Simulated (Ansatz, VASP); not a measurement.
## Two plane-wave programs on ZrB2

```
Zr B
1.0
     3.17000    0.00000    0.00000
    -1.58500    2.74530    0.00000
     0.00000    0.00000    3.53300
Zr B
1 2
Direct
  0.00000 0.00000 0.00000
  0.33333 0.66667 0.50000
  0.66667 0.33333 0.50000
```

Alike in both runs: task relaxation of cell and atoms; functional PBEsol; k mesh 18 × 18 × 12; occupations gaussian, width 0.1 eV; no spin polarisation.

|  | VASP | Ansatz |
| --- | --- | --- |
| version | VASP 6.6.1 | Ansatz 0.2.0 |
| potentials or method | VASP PAW PBE potentials, release 64 (Zr_sv, B), cutoff 600 eV | scalar-relativistic, plane waves, PAW |
| valence electrons in the cell | 18 | 18 |

|  | VASP | Ansatz | Ansatz less VASP |
| --- | --- | --- | --- |
| gap on the k mesh at the Fermi level, each at its own relaxed structure (eV) | none | none | - |
| relaxed volume (Å³/atom) | 10.09 | 10.08 | -0.013 |
| relaxed length of the cell vector where the two differ most in proportion (Å) | 3.509 | 3.507 | -0.0019 |

VASP's potentials were made for PBE, not for PBEsol. A gap of «none» marks a metal or a gap that the smearing closes.
